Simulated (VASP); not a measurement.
# CoSi2 (AlB2 type) (P6/mmm) in VASP: notebook

CoSi2 (AlB2 type) is run at these levels: PBE; tasks: single point, relaxation of cell and atoms.

Program: VASP 6.6.1. These are calculated values, not measurements. Logs are shortened: lines on timing, memory, paths and dates and some standing lists are left out, and cuts for length are marked.

## (1) The cell of the first run

It takes space group P6/mmm (No. 191, hexagonal). The conventional cell has a = 3.983 Å, b = 3.983 Å, c = 2.417 Å, α = 90.00°, β = 90.00°, γ = 120.00°. Within 3.2 Å of Co (site symmetry 6/mmm) lie 2 Co at 2.42 Å and 12 Si at 2.60 Å. Si (site symmetry -6m2) has 5 Si at 2.30 to 2.42 Å and 6 Co at 2.60 Å within 3.0 Å.

## (2) Single point, PBE

INCAR reads:

```
SYSTEM = CoSi2
PREC = Accurate
ENCUT = 520
EDIFF = 1E-6
ISMEAR = -1
SIGMA = 0.08
LREAL = .FALSE.
LASPH = .TRUE.
NELM = 80
ALGO = Normal
ISIF = 2
LWAVE = .FALSE.
LCHARG = .FALSE.
GGA = PE
NBANDS = 16
```

KPOINTS reads:

```
Automatic mesh
0
G
  9 9 7
  0 0 0
```

POSCAR reads:

```
CoSi2
1.0
    3.9834801552      0.0000000000      0.0000000000
   -1.9917400776      3.4497950099      0.0000000000
    0.0000000000      0.0000000000      2.4166946543
Co Si
1 2
Direct
    0.0000000000      0.0000000000      0.0000000000
    0.3333333333      0.6666666667      0.5000000000
    0.6666666667      0.3333333333      0.5000000000
```

Potentials or basis: VASP PAW PBE potentials, release 64 (Co, Si).

Run with:

```bash
cat potpaw_PBE.64/Co/POTCAR potpaw_PBE.64/Si/POTCAR > POTCAR
mpirun -np 1 vasp_std > vasp.out
```

OUTCAR:

```text
SYSTEM = CoSi2
   PREC = Accurate
   ENCUT = 520
   EDIFF = 1E-6
   ISMEAR = -1
   LREAL = .FALSE.
   LASPH = .TRUE.
   NELM = 80
   ISIF = 2
   GGA = PE

 ion  position               nearest neighbor table
   1  0.000  0.000  0.000-   2 2.60   3 2.60   2 2.60   3 2.60   3 2.60   3 2.60   2 2.60   2 2.60
                             3 2.60   3 2.60   2 2.60   2 2.60
   2  0.333  0.667  0.500-   3 2.30   3 2.30   3 2.30   1 2.60   1 2.60   1 2.60   1 2.60   1 2.60
                             1 2.60
   3  0.667  0.333  0.500-   2 2.30   2 2.30   2 2.30   1 2.60   1 2.60   1 2.60   1 2.60   1 2.60
                             1 2.60

  LATTYP: Found a hexagonal cell.
 ALAT       =     3.9834801552
 C/A-ratio  =     0.6066792252

  Lattice vectors:

 A1 = (   3.9834801552,   0.0000000000,   0.0000000000)
 A2 = (  -1.9917400776,   3.4497950099,   0.0000000000)
 A3 = (   0.0000000000,   0.0000000000,   2.4166946543)

Analysis of symmetry for initial positions (statically):
=====================================================================
 Subroutine PRICEL returns:
 Original cell was already a primitive cell.

 Routine SETGRP: Setting up the symmetry group for a
 hexagonal supercell.

 Subroutine GETGRP returns: Found 24 space group operations
 (whereof 24 operations were pure point group operations)
 out of a pool of 24 trial point group operations.

The static configuration has the point symmetry D_6h.

Analysis of symmetry for dynamics (positions and initial velocities):
=====================================================================
 Subroutine PRICEL returns:
 Original cell was already a primitive cell.

 Routine SETGRP: Setting up the symmetry group for a
 hexagonal supercell.

 Subroutine GETGRP returns: Found 24 space group operations
 (whereof 24 operations were pure point group operations)
 out of a pool of 24 trial point group operations.

The dynamic configuration has the point symmetry D_6h.

 Subroutine INISYM returns: Found 24 space group operations
 (whereof 24 operations are pure point group operations),
 and found     1 'primitive' translations

----------------------------------------------------------------------------------------

                                     Primitive cell

  volume of cell :      33.2107

  direct lattice vectors                    reciprocal lattice vectors
     3.983480155  0.000000000  0.000000000     0.251036772  0.144936148  0.000000000
    -1.991740078  3.449795010  0.000000000     0.000000000  0.289872296  0.000000000
     0.000000000  0.000000000  2.416694654     0.000000000  0.000000000  0.413788311

  length of vectors
     3.983480155  3.983480155  2.416694654     0.289872296  0.289872296  0.413788311

  position of ions in fractional coordinates (direct lattice)
     0.000000000  0.000000000  0.000000000
     0.333333333  0.666666667  0.500000000
     0.666666667  0.333333333  0.500000000

  ion indices of the primitive-cell ions
   primitive index   ion index
                 1           1
                 2           2
                 3           3

----------------------------------------------------------------------------------------

 KPOINTS: Automatic mesh

Automatic generation of k-mesh.
 Grid dimensions read from file:
 generate k-points for:    9    9    7

 Generating k-lattice:

  Cartesian coordinates                     Fractional coordinates (reciprocal lattice)
     0.027892975  0.016104016  0.000000000     0.111111111 -0.000000000  0.000000000
     0.000000000  0.032208033  0.000000000     0.000000000  0.111111111  0.000000000
     0.000000000  0.000000000  0.059112616     0.000000000  0.000000000  0.142857143

  Length of vectors
     0.032208033  0.032208033  0.059112616

  Shift w.r.t. Gamma in fractional coordinates (k-lattice)
     0.000000000  0.000000000  0.000000000

 Subroutine IBZKPT returns following result:
 ===========================================

 Found     48 irreducible k-points:

 Following reciprocal coordinates:
            Coordinates               Weight
  0.000000  0.000000  0.000000      1.000000
  0.111111  0.000000  0.000000      6.000000
  0.222222  0.000000  0.000000      6.000000
  0.333333 -0.000000  0.000000      6.000000
  0.444444  0.000000  0.000000      6.000000
  0.111111  0.111111  0.000000      6.000000
[... 16 lines left out ...]
  0.333333  0.222222  0.142857     24.000000
  0.333333  0.333333  0.142857      4.000000
 [... further k-points ...]
   k-points           NKPTS =     48   k-points in BZ     NKDIM =     48   number of bands    NBANDS=     16
   number of dos      NEDOS =    301   number of ions     NIONS =      3
   total plane-waves  NPLWV =  16200
   dimension x,y,z NGX =    30 NGY =   30 NGZ =   18
   dimension x,y,z NGXF=    60 NGYF=   60 NGZF=   36
   ions per type =               1   2
   NGX,Y,Z   is equivalent  to a cutoff of  12.52, 12.52, 12.38 a.u.
   NGXF,Y,Z  is equivalent  to a cutoff of  25.04, 25.04, 24.76 a.u.
 SYSTEM =  CoSi2
   PREC   = accura    normal or accurate (medium, high low for compatibility)
   ISTART =      0    job   : 0-new  1-cont  2-samecut
   ICHARG =      2    charge: 1-file 2-atom 10-const
   ISPIN  =      1    spin polarized calculation?
   LNONCOLLINEAR =      F non collinear calculations
   LSORBIT =      F    spin-orbit coupling
   LASPH  =      T    aspherical Exc in radial PAW
   ENCUT  =  520.0 eV  38.22 Ry    6.18 a.u.   7.41  7.41  4.49*2*pi/ulx,y,z
   NELM   =     80;   NELMIN=  2; NELMDL= -5     # of ELM steps
   EDIFF  = 0.1E-05   stopping-criterion for ELM
   LREAL  =      F    real-space projection
   EDIFFG = 0.1E-04   stopping-criterion for IOM
   NSW    =      0    number of steps for IOM
   IBRION =     -1    ionic relax: 0-MD 1-quasi-New 2-CG
   NFREE  =      0    steps in history (QN), initial steepest desc. (CG)
   ISIF   =      2    stress and relaxation
   ISYM   =      2    0-nonsym 1-usesym 2-fastsym
   POTIM  = 0.5000    time-step for ionic-motion
   TEBEG  =    0.0;   TEEND  =   0.0 temperature during run
   PSTRESS=    0.0 pullay stress
   NELECT =      17.0000    total number of electrons
   NUPDOWN=      -1.0000    fix difference up-down
   EMIN   =  10.00;   EMAX   =-10.00  energy-range for DOS
   EFERMI =   0.00;   METHOD = LEGACY
   ISMEAR =    -1;   SIGMA  =   0.08  broadening in eV -4-tet -1-fermi 0-gaus
   EFERMI_NEDOS =   21; number of points for ismear=-14 and -15
   IALGO  =     38    algorithm
   IMIX   =      4    mixing-type and parameters
     AMIX     =   0.40;   BMIX     =  1.00
     AMIX_MAG =   1.60;   BMIX_MAG =  1.00
  volume/ion in A,a.u.               =      11.07        74.71
  Fermi-wavevector in a.u.,A,eV,Ry     =   1.309580  2.474747 23.333974  1.714999
  Thomas-Fermi vector in A             =   2.440169
   LORBIT       =      0    0 simple, 1 ext, 2 COOP (PROOUT), +10 PAW based schemes
   GGA     = PE    functional components
   LHFCALC =     F    Hartree Fock is set to
   AEXX    =    0.0000 exact exchange contribution
   IVDW    =     0    specifies the selected vdW correction
   LEPSILON=     F    determine dielectric tensor
   LRPA    =     F    only Hartree local field effects (RPA)
 non-spin polarized calculation
  energy-cutoff  :      520.00
  volume of cell :       33.21
 maximum number of plane-waves:       927
 NGX is ok and might be reduce to    30
   NGX = 15   NGY = 15   NGZ =  9

 number of electron      17.0000003 magnetization

 Free energy of the ion-electron system (eV)
  ---------------------------------------------------
  ext. energy  EPLUGINS =         0.00000000
  ---------------------------------------------------
  free energy    TOTEN  =       -16.74286631 eV

  energy without entropy =      -16.69826541  energy(sigma->0) =      -16.72056586

 E-fermi :  12.9142     XC(G=0): -12.6190

 val. band max:       12.9059459431   @ k =   0.4444   0.0000   0.0000
 cond. band min:      12.9503671212   @ k =   0.1111   0.0000   0.2857
 fundamental gap:      0.0444211781
 Fermi energy:        12.9142336088

 k-point     1 :       0.0000    0.0000    0.0000
  band No.  band energies     occupation
      1      -2.4345      2.00000
      2       6.7193      2.00000
      3       6.7193      2.00000
      4       8.7547      2.00000
      5       9.3132      2.00000
      6      10.8692      2.00000
[... 8 lines left out ...]
     15      28.8252      0.00000
     16      29.6951      0.00000

 k-point     2 :       0.1111    0.0000    0.0000
  band No.  band energies     occupation
      1      -2.2886      2.00000
      2       5.7278      2.00000
      3       6.6609      2.00000
      4       9.0553      2.00000
      5       9.7275      2.00000
      6      10.6360      2.00000
[... 8 lines left out ...]
     15      27.7600      0.00000
     16      28.9593      0.00000

 k-point     3 :       0.2222    0.0000    0.0000
  band No.  band energies     occupation
      1      -1.8569      2.00000
      2       4.1862      2.00000
      3       6.5208      2.00000
      4       8.3929      2.00000
      5      10.2406      2.00000
      6      10.6155      2.00000
[... 8 lines left out ...]
     15      26.0010      0.00000
     16      26.4426      0.00000

 k-point     4 :       0.3333   -0.0000    0.0000
  band No.  band energies     occupation
      1      -1.1646      2.00000
      2       2.6830      2.00000
      3       6.3735      2.00000
      4       7.7478      2.00000
      5      10.2148      2.00000
      6      10.4980      2.00000
[... 8 lines left out ...]
     15      23.2390      0.00000
     16      25.2049      0.00000

 k-point     5 :       0.4444    0.0000    0.0000
  band No.  band energies     occupation
      1      -0.3274      2.00000
      2       1.4242      2.00000
      3       6.2833      2.00000
      4       7.3895      2.00000
      5      10.2136      2.00000
      6      10.4415      2.00000
[... 8 lines left out ...]
     15      23.9240      0.00000
     16      24.1147      0.00000

 k-point     6 :       0.1111    0.1111    0.0000
  band No.  band energies     occupation
      1      -1.9997      2.00000
      2       4.6688      2.00000
      3       6.3523      2.00000
      4       8.8543      2.00000
      5      10.3364      2.00000
      6      10.4250      2.00000
[... 8 lines left out ...]
     15      26.6603      0.00000
     16      26.8191      0.00000

 k-point     7 :       0.2222    0.1111    0.0000
  band No.  band energies     occupation
      1      -1.4357      2.00000
      2       3.3344      2.00000
      3       5.8122      2.00000
      4       8.6415      2.00000
      5      10.2502      2.00000
      6      10.4379      2.00000
[... 8 lines left out ...]
     15      24.4232      0.00000
     16      25.7185      0.00000

 k-point     8 :       0.3333    0.1111    0.0000
  band No.  band energies     occupation
      1      -0.6446      2.00000
      2       2.0096      2.00000
      3       5.4076      2.00000
      4       8.4464      2.00000
      5      10.2182      2.00000
      6      10.4212      2.00000
[... 8 lines left out ...]
     15      23.6732      0.00000
     16      24.6373      0.00000

 k-point     9 :       0.4444    0.1111    0.0000
  band No.  band energies     occupation
      1      -0.0012      2.00000
      2       1.1772      2.00000
      3       5.2643      2.00000
      4       8.3706      2.00000
      5      10.2173      2.00000
      6      10.4117      2.00000
[... 8 lines left out ...]
     15      23.8847      0.00000
     16      24.0828      0.00000
[... 172 lines left out ...]
 k-point    19 :       0.2222    0.1111    0.1429
  band No.  band energies     occupation
      1      -0.9401      2.00000
      2       3.7880      2.00000
      3       6.2120      2.00000
      4       9.0312      2.00000
      5      10.2132      2.00000
      6      10.4719      2.00000
[... 8 lines left out ...]
     15      23.5489      0.00000
     16      24.4707      0.00000

 k-point    20 :       0.3333    0.1111    0.1429
  band No.  band energies     occupation
      1      -0.1625      2.00000
      2       2.4803      2.00000
      3       5.8263      2.00000
      4       8.8067      2.00000
      5      10.3714      2.00000
      6      10.5483      2.00000
[... 8 lines left out ...]
     15      23.7051      0.00000
     16      24.1840      0.00000

 k-point    21 :       0.4444    0.1111    0.1429
  band No.  band energies     occupation
      1       0.4615      2.00000
      2       1.6689      2.00000
      3       5.6900      2.00000
      4       8.7190      2.00000
      5      10.4830      2.00000
      6      10.5347      2.00000
[... 8 lines left out ...]
     15      22.2397      0.00000
     16      24.0845      0.00000

 k-point    22 :       0.2222    0.2222    0.1429
  band No.  band energies     occupation
      1      -0.2774      2.00000
      2       2.8537      2.00000
      3       5.2619      2.00000
      4       9.5521      2.00000
      5      10.1348      2.00000
      6      10.5414      2.00000
[... 8 lines left out ...]
     15      23.6114      0.00000
     16      23.9757      0.00000

 k-point    23 :       0.3333    0.2222    0.1429
  band No.  band energies     occupation
      1       0.5312      2.00000
      2       1.8955      2.00000
      3       4.7296      2.00000
      4       9.6891      2.00000
      5      10.3052      2.00000
      6      10.4967      2.00000
[... 8 lines left out ...]
     15      23.1475      0.00000
     16      24.5871      0.00000

 k-point    24 :       0.3333    0.3333    0.1429
  band No.  band energies     occupation
      1       1.2691      2.00000
      2       1.2691      2.00000
      3       4.2653      2.00000
      4      10.1683      2.00000
      5      10.2929      2.00000
      6      10.2929      2.00000
[... 8 lines left out ...]
     15      23.0985      0.00000
     16      25.4781      0.00000

 [... further k-points ...]
[... 5 lines left out ...]
  --------------------------------------------------------------------------------------
  -------------------------------------------------------------------------------------
  Total        4.9332689      4.9332689      4.9442019      0.0000000      0.0000000     -0.0000000
  in kB      237.9948956    237.9948956    238.5223348      0.0000000      0.0000000     -0.0000000
  external PRESSURE =     238.1707087 kB  Pullay stress =       0.0000000 kB

 VOLUME and BASIS-vectors are now :
 -----------------------------------------------------------------------------
  energy-cutoff  :      520.00
  volume of cell :       33.21
      direct lattice vectors                 reciprocal lattice vectors
     3.983480155  0.000000000  0.000000000     0.251036772  0.144936148  0.000000000
    -1.991740078  3.449795010  0.000000000     0.000000000  0.289872296  0.000000000
     0.000000000  0.000000000  2.416694654     0.000000000  0.000000000  0.413788311

 POSITION                                       TOTAL-FORCE (eV/Angst)
 -----------------------------------------------------------------------------------
      0.00000      0.00000      0.00000         0.000000      0.000000     -0.000000
     -0.00000      2.29986      1.20835         0.000000      0.000000     -0.000000
      1.99174      1.14993      1.20835        -0.000000      0.000000      0.000000
 -----------------------------------------------------------------------------------
    total drift:                                0.000000     -0.000000      0.000000

  FREE ENERGIE OF THE ION-ELECTRON SYSTEM (eV)
  ---------------------------------------------------
  free  energy   TOTEN  =       -16.7428663101 eV

  energy  without entropy=      -16.6982654135  energy(sigma->0) =      -16.72056586
```

Run time: 11 s. Hardware: 1 thread of Intel Xeon 6975P-C (Granite Rapids), shared host; peak memory 0.15 GiB.

What came out:

```yaml
Free_energy: -16.7429 eV
Pressure: 23.8 GPa
```

Caveat: the k points lie up to 0.37 Å⁻¹ apart. Spin polarisation is off, so any magnetic state and its effect on volume and gap are missing.

## (3) Single point, PBE

INCAR reads:

```
SYSTEM = CoSi2
  ALGO = Normal
  EDIFF = 1E-6
  ENCUT = 520
  GGA = PE
  ISIF = 2
  ISMEAR = -1
  LASPH = .True.
  LCHARG = .False.
  LREAL = .False.
  LWAVE = .False.
  NBANDS = 16
  NELM = 80
  PREC = Accurate
  SIGMA = 0.08
```

KPOINTS reads:

```
k-points
0
Gamma
  9 9 7
  0 0 0
```

POSCAR reads:

```
CoSi2
1.0
    3.9832613217      0.0000000000      0.0000000000
   -1.9916306609      3.4496054945      0.0000000000
    0.0000000000      0.0000000000      2.4164800639
Co Si
1 2
Direct
    0.0000000000      0.0000000000      0.0000000000
    0.3333333333      0.6666666667      0.5000000000
    0.6666666667      0.3333333333      0.5000000000
```

Potentials or basis: VASP PAW PBE potentials, release 64 (Co, Si).

Run with:

```bash
cat potpaw_PBE.64/Co/POTCAR potpaw_PBE.64/Si/POTCAR > POTCAR
mpirun -np 1 vasp_std > vasp.out
```

It took 11 s on 1 thread of Intel Xeon 6975P-C (Granite Rapids), shared host; peak memory 0.15 GiB.

It converged, with:

```yaml
Free_energy: -16.7419 eV
Pressure: 23.9 GPa
```

Levels at points of the mesh, in eV from the Fermi level:
| k point | band 4 | band 5 | band 6 | band 7 | band 8 | band 9 | band 10 | band 11 | band 12 | band 13 |
| --- | --- | --- | --- | --- | --- | --- | --- | --- | --- | --- |
| (0.00, 0.00, 0.00) | -4.16 | -3.60 | -2.05 | -2.05 | -0.72 | -0.72 | 0.44 | 0.44 | 4.10 | 7.74 |

Caveat: the k points lie up to 0.37 Å⁻¹ apart.

## (4) Relaxation of cell and atoms, PBE, target pressure 24 GPa, at which the enthalpy is minimised

INCAR reads:

```
SYSTEM = CoSi2
ALGO     = Normal         ! electronic algorithm
EDIFF    = 1E-7           ! SCF threshold, eV
EDIFFG   = -0.005         ! ionic threshold
ENCUT    = 600            ! plane-wave cutoff, eV
GGA      = PE             ! functional
IBRION   = 2              ! ionic algorithm
ISIF     = 3              ! what is computed and relaxed
ISMEAR   = -1             ! smearing method
LASPH    = .TRUE.         ! aspherical terms in the spheres
LCHARG   = .FALSE.        ! write CHGCAR
LREAL    = .FALSE.        ! projectors in reciprocal space
LWAVE    = .FALSE.        ! write WAVECAR
NELM     = 60             ! most SCF steps
NSW      = 32             ! ionic steps
PREC     = Accurate       ! precision mode
PSTRESS  = 240.0        
SIGMA    = 0.08           ! smearing width, eV
```

KPOINTS reads:

```
k-points
0
G
  9 9 7
  0 0 0
```

POSCAR reads:

```
CoSi2
1.0
    3.9834801552      0.0000000000      0.0000000000
   -1.9917400776      3.4497950099      0.0000000000
    0.0000000000      0.0000000000      2.4166946543
Co Si
1 2
Direct
    0.0000000000      0.0000000000      0.0000000000
    0.3333333333      0.6666666667      0.5000000000
    0.6666666667      0.3333333333      0.5000000000
```

Run with:

```bash
cat potpaw_PBE.64/Co/POTCAR potpaw_PBE.64/Si/POTCAR > POTCAR
mpirun -np 1 vasp_std > vasp.out
```

Run time: 18 s. Hardware: 1 thread of Intel Xeon 6975P-C (Granite Rapids), shared host; peak memory 0.17 GiB.

It converged, with:

```
Free energy                                            : -16.7390 eV
Relaxed volume                                         : 11.06 Å³/atom
Relaxed cell                                           : a = 3.982 Å, b = 3.982 Å, c = 2.416 Å, α = 90.00°, β = 90.00°, γ = 120.00°
Space group after relaxing (to 0.05 Å)                 : P6/mmm (No. 191)
Energy change on relaxing (the enthalpy is what falls) : +1.2 meV/atom
Ionic steps                                            : 3
Pressure after relaxing                                : 24.0 GPa
```

Step by step:
```
step  energy change (eV)  largest force (eV/Å)  pressure (GPa)  volume (Å³)
   1              0.0000                0.0000           23.82        33.21
   2              0.0090                0.0000           24.30        33.15
   3              0.0037                0.0000           24.02        33.19
```

Final structure:
```
CELL_PARAMETERS angstrom
3.98238 0.00000 0.00000
-1.99119 3.44884 0.00000
0.00000 0.00000 2.41621
ATOMIC_POSITIONS crystal
Co 0.00000 0.00000 0.00000
Si 0.33333 0.66667 0.50000
Si 0.66667 0.33333 0.50000
```

Levels at points of the mesh, in eV from the Fermi level:
| k point | band 5 | band 6 | band 7 | band 8 | band 9 | band 10 | band 11 | band 12 |
| --- | --- | --- | --- | --- | --- | --- | --- | --- |
| (0.00, 0.00, 0.00) | -3.60 | -2.05 | -2.05 | -0.72 | -0.72 | 0.44 | 0.44 | 4.11 |

Caveat: the k points lie up to 0.37 Å⁻¹ apart in the final cell; the cell is relaxed towards a set pressure, so the enthalpy falls and the energy may rise. Spin polarisation is off, so any magnetic state and its effect on volume and gap are missing.

[end of part 1 of 2]
